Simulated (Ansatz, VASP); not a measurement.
## SrCl2: VASP beside Ansatz

INCAR

```
PREC     = Accurate       # precision mode
ENCUT    = 520            # plane-wave cutoff, eV
EDIFF    = 1E-6           # SCF threshold, eV
ISMEAR   = -1             # smearing method
SIGMA    = 0.05           # smearing width, eV
LREAL    = F              # projectors in reciprocal space
LASPH    = T              # aspherical terms in the spheres
NELM     = 80             # most SCF steps
ALGO     = Normal         # electronic algorithm
ISIF     = 2              # what is computed and relaxed
LWAVE    = F              # write WAVECAR
LCHARG   = T              # write CHGCAR
GGA      = CA             # functional
LELF     = T              # ELF
LVHAR    = T            
NBANDS   = 19             # bands
```

Contents of KPOINTS:

```
regular mesh
0
Gamma
  6 6 6
```

File POSCAR:

```
SrCl2
1.0
    0.0000000000      3.5342546063      3.5342546063
    3.5342546063      0.0000000000      3.5342546063
    3.5342546063      3.5342546063      0.0000000000
Sr Cl
1 2
Direct
    0.0000000000      0.0000000000      0.0000000000
    0.7500000000      0.7500000000      0.7500000000
    0.2500000000      0.2500000000      0.2500000000
```

Contents of input.yaml:

```yaml
crystal:
  lattice:
    - [0.0, 3.5342546063, 3.5342546063]
    - [3.5342546063, 0.0, 3.5342546063]
    - [3.5342546063, 3.5342546063, 0.0]
  atoms:
    - { symbol: Sr, position: [0.0, 0.0, 0.0] }
    - { symbol: Cl, position: [0.75, 0.75, 0.75] }
    - { symbol: Cl, position: [0.25, 0.25, 0.25] }
hamiltonian:
  xc: lda
  pseudopotentials: { kind: paw }
kpoints:
  mp_grid: { grid: [6, 6, 6] }
scf:
  occupations: { method: fermi_dirac, width: 0.05 }
output:
  forces: true
  stress: true
  eigenvalues: true
```

Alike in both runs: task single point; functional LDA; k mesh 6 × 6 × 6; occupations fermi-dirac, width 0.05 eV; no spin polarisation.

```csv
,VASP,Ansatz
version,VASP 6.6.1,Ansatz 0.2.0
potentials or method,"VASP PAW LDA potentials, release 64 (Sr_sv, Cl)",Ansatz PAW
plane-wave cutoff (eV),520,420
valence electrons in the cell,24,24
```

```csv
,VASP,Ansatz,Ansatz less VASP
gap on the k mesh at the Fermi level (eV),4.74,4.73,-0.007
least direct gap on the mesh (eV),5.07,5.06,-0.009
pressure (GPa),-3.8,-3.9,-0.09
```

LDA's correlation is that of Perdew and Zunger in VASP and of Perdew and Wang (1992) in Ansatz.
